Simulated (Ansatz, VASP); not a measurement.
One calculation of Ti3Br, two programs

```
Ti Br
1.0
    -3.26661    0.00000   -3.26661
    -3.26661   -3.26661    0.00000
    -6.53322    3.26661    3.26661
Ti Br
6 2
Direct
  0.87500 0.87500 0.37500
  0.37500 0.37500 0.87500
  0.62500 0.62500 0.12500
  0.12500 0.12500 0.62500
  0.25000 0.25000 0.25000
  0.75000 0.75000 0.75000
  0.50000 0.50000 0.50000
  0.00000 0.00000 0.00000
```

Alike in both runs: task single point; functional PBE; k mesh 6 × 6 × 6; occupations gaussian, width 0.2 eV; no spin polarisation.

|  | VASP | Ansatz |
| --- | --- | --- |
| version | VASP 6.6.1 | Ansatz 0.2.0 |
| potentials or method | VASP PAW PBE potentials, release 64 (Ti_sv, Br), cutoff 520 eV | scalar-relativistic, plane waves, PAW |
| valence electrons in the cell | 86 | 86 |

|  | VASP | Ansatz | Ansatz less VASP |
| --- | --- | --- | --- |
| gap on the k mesh at the Fermi level (eV) | none | none | - |
| pressure (GPa) | 0.0 | 0.1 | +0.09 |

A gap of «none» marks a metal or a gap that the smearing closes. With one functional, cell and mesh, what is left measures potentials, basis and numerics.
